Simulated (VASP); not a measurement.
KAl12: single point with PBE

Slab: KAl12, a slab with vacuum.

```xyz
13
Lattice="5.7276 0.0000 0.0000 2.8638 4.9602 0.0000 0.0000 0.0000 15.6765" Properties=species:S:1:pos:R:3 pbc="T T T"
Al    1.4319    0.8267    1.0000
Al    4.2957    0.8267    1.0000
Al    2.8638    3.3068    1.0000
Al    5.7276    3.3068    1.0000
Al   -0.0008    1.6425    3.3685
Al    2.8630    1.6489    3.3425
Al    1.4290    4.1431    3.3703
Al    4.2974    4.1433    3.3706
Al   -0.0015   -0.0081    5.7772
Al    2.8618   -0.0035    5.8062
Al    1.4002    2.4768    5.6680
Al    4.3262    2.4761    5.6685
K     5.7350   -2.3050    8.6250
```

| Quantity | Value |
| --- | --- |
| Program | VASP 6.6.1 |
| Task | single point |
| Functional | PBE |
| Potentials or basis | VASP PAW PBE potentials, release 64 (Al, K_sv) |
| Cutoff | 520 eV |
| k mesh | 3 × 3 × 1 |
| Occupations | gaussian, width 0.1 eV |
| Spin | no spin polarisation |
| Dipole correction | no |
| Further INCAR settings | ALGO = Normal; EDIFF = 1e-06; NBANDS = 34 |

| Quantity | Value |
| --- | --- |
| Largest force | 0.081 eV/Å |

Forces on the atoms (eV/Å):
```
Al   0.054 -0.042  0.004
Al  -0.055 -0.042  0.004
Al   0.000  0.010 -0.019
Al   0.000  0.076 -0.029
Al   0.001 -0.001  0.013
Al   0.001  0.000  0.019
Al   0.000  0.001  0.023
Al  -0.001  0.000  0.023
Al   0.001 -0.002 -0.011
Al   0.001  0.001 -0.010
Al   0.001  0.002 -0.005
Al  -0.001  0.003 -0.015
K   -0.002 -0.005  0.002
```

Levels at points of the mesh, in eV from the Fermi level:
```csv
k point,band 20,band 21,band 22,band 23,band 24,band 25
"(0.00, 0.00, 0.00)",-2.42,-0.57,-0.38,-0.35,-0.35,-0.16
```

It took 88 s on 1 thread of Intel(R) Xeon(R) 6975P-C (Granite Rapids) (shared host), peak memory 0.57 GiB.

Caveat: the k points lie up to 0.42 Å⁻¹ apart.
